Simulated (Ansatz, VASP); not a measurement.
## Mg in VASP and in Ansatz

POSCAR

```
Mg
1.0
   -1.4765000000      1.4765000000      1.4765000000
    1.4765000000     -1.4765000000      1.4765000000
    1.4765000000      1.4765000000     -1.4765000000
Mg
1
Direct
    0.0000000000      0.0000000000      0.0000000000
```

Contents of INCAR.step1:

```
SYSTEM = Mg
ALGO     = Normal         ! electronic algorithm
EDIFF    = 1E-4           ! SCF threshold, eV
ENCUT    = 600            ! plane-wave cutoff, eV
GGA      = PE             ! functional
ISMEAR   = -1             ! smearing method
LASPH    = .True.         ! aspherical terms in the spheres
LCHARG   = .False.        ! write CHGCAR
LREAL    = .False.        ! projectors in reciprocal space
LWAVE    = .True.         ! write WAVECAR
NELM     = 60             ! most SCF steps
PREC     = Accurate       ! precision mode
SIGMA    = 0.1            ! smearing width, eV
```

Contents of INCAR.step2:

```
SYSTEM = Mg
ALGO     = Normal         ! electronic algorithm
EDIFF    = 1E-6           ! SCF threshold, eV
EDIFFG   = -0.002         ! ionic threshold
ENCUT    = 600            ! plane-wave cutoff, eV
IBRION   = 2              ! ionic algorithm
ISIF     = 3              ! what is computed and relaxed
ISMEAR   = -1             ! smearing method
ISTART   = 1            
LASPH    = .True.         ! aspherical terms in the spheres
LCHARG   = .False.        ! write CHGCAR
LMIXTAU  = .True.       
LREAL    = .False.        ! projectors in reciprocal space
LWAVE    = .False.        ! write WAVECAR
METAGGA  = R2SCAN         ! meta-GGA
NELM     = 60             ! most SCF steps
NSW      = 100            ! ionic steps
PREC     = Accurate       ! precision mode
SIGMA    = 0.1            ! smearing width, eV
```

KPOINTS

```
k-points
0
Gamma
  24 24 24
  0 0 0
```

Input for Ansatz:

```yaml
crystal:
  lattice:
    - [-1.4765, 1.4765, 1.4765]
    - [1.4765, -1.4765, 1.4765]
    - [1.4765, 1.4765, -1.4765]
  atoms:
    - { symbol: Mg, position: [0.0, 0.0, 0.0] }
kpoints:
  mp_grid: { grid: [24, 24, 24] }
scf:
  occupations: { method: fermi_dirac, width: 0.1 }
hamiltonian:
  xc: r2scan
  pseudopotentials: { kind: paw }
relax:
  f_tol: 0.002
  max_steps: 80
  cell: {}
output:
  forces: true
  stress: true
```

Alike in both runs: task relaxation of cell and atoms; functional r2SCAN; k mesh 24 × 24 × 24; occupations fermi-dirac, width 0.1 eV; no spin polarisation.

|  | VASP | Ansatz |
| --- | --- | --- |
| version | VASP 6.6.1 | Ansatz 0.2.0 |
| potentials or method | VASP PAW PBE potentials, release 64 (Mg) | PAW with Ansatz's default frozen-core files, scalar-relativistic |
| plane-wave cutoff (eV) | 600 | 500 |
| valence electrons in the cell | 2 | 10 |

```tsv
	VASP	Ansatz	Ansatz less VASP
relaxed volume (Å³/atom)	22.38	22.52	+0.136
relaxed cell length with the largest relative difference (Å)	3.075	3.081	+0.0062
```

VASP's potentials were made for PBE, not for r2SCAN. VASP's potentials hold 2 valence electrons a cell and Ansatz's 10, so a difference there can come from the potentials and not from the codes.

Noted on VASP's run: the volume moved by over 15 % at a fixed basis, so the end points are rough.
